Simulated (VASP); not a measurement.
Set up this calculation in VASP 6.6.1, as the native input.

```yaml
Task: single point
Functional: r2SCAN
Potentials_or_basis: VASP PAW PBE potentials, release 64 (W_sv, Se)
Cutoff: 520 eV
k_mesh: 12 × 12 × 4
Occupations: gaussian, width 0.1 eV
Spin: no spin polarisation
Dipole_correction: no
Further_INCAR_settings: ALGO = Normal; EDIFF = 1e-06; NBANDS = 43
```

Crystal: W2Se.

```xyz
6
Lattice="3.1807 0.0000 0.0000 -1.5904 2.7546 0.0000 0.0000 0.0000 12.6623" Properties=species:S:1:pos:R:3 pbc="T T T"
W     0.0000    0.0000    7.4254
W     0.0000    0.0000    1.0943
W     0.0000    1.8364    9.2414
W     1.5904    0.9182    2.9102
Se    0.0000    0.0000    4.7812
Se    0.0000    0.0000   11.1123
```

One way to write it, as run:

POSCAR

```
W2Se
1.0
    3.1807009041      0.0000000000      0.0000000000
   -1.5903504521      2.7545677848      0.0000000000
    0.0000000000      0.0000000000     12.6622845907
W Se
4 2
Direct
    0.0000000000      0.0000000000      0.5864192698
    0.0000000000      0.0000000000      0.0864192698
    0.3333333333      0.6666666667      0.7298347710
    0.6666666667      0.3333333333      0.2298347710
    0.0000000000      0.0000000000      0.3775905292
    0.0000000000      0.0000000000      0.8775905292
```

INCAR.step1

```
ALGO = Normal
EDIFF = 1E-4
ENCUT = 520
GGA = PE
ISMEAR = 0
LASPH = True
LCHARG = False
LREAL = False
LWAVE = True
NBANDS = 43
NELM = 100
PREC = Accurate
SIGMA = 0.1
```

INCAR.step2

```
ALGO = Normal
EDIFF = 1E-6
ENCUT = 520
ISIF = 2
ISMEAR = 0
ISTART = 1
LASPH = True
LCHARG = False
LMIXTAU = True
LREAL = False
LWAVE = False
METAGGA = R2SCAN
NBANDS = 43
NELM = 100
PREC = Accurate
SIGMA = 0.1
```

KPOINTS

```
k-points
0
Gamma
  12 12 4
```

Potentials or basis: VASP PAW PBE potentials, release 64 (W_sv, Se).

Launch:

```sh
$ cat potpaw_PBE.64/W_sv/POTCAR potpaw_PBE.64/Se/POTCAR > POTCAR
$ cp INCAR.step1 INCAR
$ mpirun -np 1 vasp_std > vasp.out
$ cp INCAR.step2 INCAR
$ mpirun -np 1 vasp_std > vasp.out
```

Results of the run:

```json
{"Pressure": "-1.8 GPa", "Largest force": "0.469 eV/Å", "Band gap on the k mesh": "zero (bands 34 and 35 overlap by 0.32 eV)"}
```

Caveat: the PAW data sets were made with another functional, which shifts forces and pressure a little; spin-orbit coupling is left out, which moves the levels of the heavy elements.

Run time: 13 min on 1 thread of AMD EPYC 9R45 96-Core Processor (Zen 5), on a shared host, peak memory 0.35 GiB.
